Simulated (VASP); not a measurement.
CaF:

```xyz
2
Lattice="1.9029 -2.6143 0.0000 1.9029 2.6143 0.0000 0.0000 0.0000 3.8744" Properties=species:S:1:pos:R:3 pbc="T T T"
Ca    0.0000    0.0000    1.9372
F     1.9029    0.0000    0.0000
```

| Property | Result |
| --- | --- |
| Program | VASP 6.6.1 |
| Task | relaxation of cell and atoms |
| Functional | PBE |
| Potentials or basis | VASP PAW PBE potentials, release 64 (Ca_sv, F) |
| Cutoff | 600 eV |
| k mesh | 6 × 6 × 4 |
| Occupations | gaussian, width 0.1 eV |
| Spin | no spin polarisation |

At the start: pressure 0.1 GPa; volume 19.27 Å³/atom.

Q: How do energy, volume and symmetry change on relaxing?

A: Over 11 steps the energy falls by 402.1 meV/atom and the volume is 20.36 Å³/atom (+5.6 %); space group Cmmm (No. 65, to 0.05 Å).

The path:
| step | energy change (eV) | largest force (eV/Å) | pressure (GPa) | volume (Å³) |
| --- | --- | --- | --- | --- |
| 1 | 0.0000 | 0.0000 | 0.05 | 38.55 |
| 2 | -0.2592 | 0.0000 | 0.50 | 38.47 |
| 3 | -0.7275 | 0.0000 | 5.14 | 36.92 |
| 4 | -0.7172 | 0.0000 | 6.59 | 36.58 |
| 5 | -0.7084 | 0.0000 | -2.99 | 42.78 |
| 6 | -0.7785 | 0.0000 | 1.60 | 39.69 |
| 7 | -0.7786 | 0.0000 | 1.84 | 39.53 |
| 8 | -0.8021 | 0.0000 | -0.03 | 40.61 |
| 9 | -0.8024 | 0.0000 | 0.12 | 40.52 |
| 10 | -0.8040 | 0.0000 | -0.08 | 40.65 |
| 11 | -0.8041 | 0.0000 | -0.17 | 40.71 |

Final structure:
```
Ca F
1.0
     1.64736   -3.49108    0.00000
     1.64736    3.49108    0.00000
     0.00000    0.00000    3.53963
Ca F
1 1
Direct
  0.00000 0.00000 0.50000
  0.50000 0.50000 0.00000
```

Caveat: the k points lie up to 0.44 Å⁻¹ apart in the final cell; an odd number of electrons without spin polarisation forces a metal; a magnetic or distorted state may lie lower.
